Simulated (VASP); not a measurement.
Here is a VASP 6.6.1 calculation.

File INCAR:

```
ALGO     = Normal         # electronic algorithm
EDIFF    = 1E-6           # SCF threshold, eV
ENCUT    = 520            # plane-wave cutoff, eV
GGA      = PS             # functional
ISIF     = 2              # what is computed and relaxed
ISMEAR   = -1             # smearing method
LASPH    = T              # aspherical terms in the spheres
LCHARG   = T              # write CHGCAR
LELF     = T              # ELF
LREAL    = F              # projectors in reciprocal space
LVHAR    = T            
LWAVE    = F              # write WAVECAR
NBANDS   = 17             # bands
NELM     = 100            # most SCF steps
PREC     = Accurate       # precision mode
SIGMA    = 0.02           # smearing width, eV
```

Contents of KPOINTS:

```
k-points
0
Gamma
  7 7 7
```

Contents of POSCAR:

```
PbSe
1.0
    0.0000000000      3.0621500000      3.0621500000
    3.0621500000      0.0000000000      3.0621500000
    3.0621500000      3.0621500000      0.0000000000
Pb Se
1 1
Direct
    0.0000000000      0.0000000000      0.0000000000
    0.5000000000      0.5000000000      0.5000000000
```

Potentials or basis: VASP PAW PBE potentials, release 64 (Pb_d, Se).

The run is started by

```console
$ cat potpaw_PBE.64/Pb_d/POTCAR potpaw_PBE.64/Se/POTCAR > POTCAR
$ mpirun -np 1 vasp_std > vasp.out
```

Task: Estimate the pressure.

Result: -0.6 GPa.

Caveat: the PAW data sets were made with another functional, which shifts forces and pressure a little.
